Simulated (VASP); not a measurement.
TePb, 2 atoms in the cell. Symmetry: Pm-3m, No. 221, cubic system. Conventional cell: a = 4.066 Å, b = 4.066 Å, c = 4.066 Å, α = 90.00°, β = 90.00°, γ = 90.00°. Te (site symmetry m-3m) has 8 Pb at 3.52 Å and 6 Te at 4.07 Å within 4.6 Å. Within 4.6 Å of Pb (site symmetry m-3m) lie 8 Te at 3.52 Å and 6 Pb at 4.07 Å.  This cell differs from its parent crystal: ratio of the length along [111] to the lengths across it x 0.5, volume and fractional coordinates fixed.

```yaml
Program: VASP 6.6.1
Task: single point
Functional: PBE
Potentials_or_basis: VASP PAW PBE potentials, release 64 (Te, Pb_d)
Cutoff: 520 eV
k_mesh: 8 × 8 × 8
Occupations: gaussian, width 0.05 eV
Spin: no spin polarisation
Dipole_correction: no
Further_INCAR_settings: ALGO = Normal; EDIFF = 1e-07; NBANDS = 17
```

Potentials or basis: VASP PAW PBE potentials, release 64 (Te, Pb_d).

Launch:

```bash
$ cat potpaw_PBE.64/Te/POTCAR potpaw_PBE.64/Pb_d/POTCAR > POTCAR
$ mpirun -np 1 vasp_std > vasp.out
```

Hardware: 1 thread of Intel(R) Xeon(R) 6975P-C (Granite Rapids), with other jobs on the host.

Question: How long does it take, and how much memory?

Answer: Run time: 13 s on 1 thread of Intel(R) Xeon(R) 6975P-C (Granite Rapids), on a shared host, peak memory 0.19 GiB. Counts: scf iterations 14, k points 35.
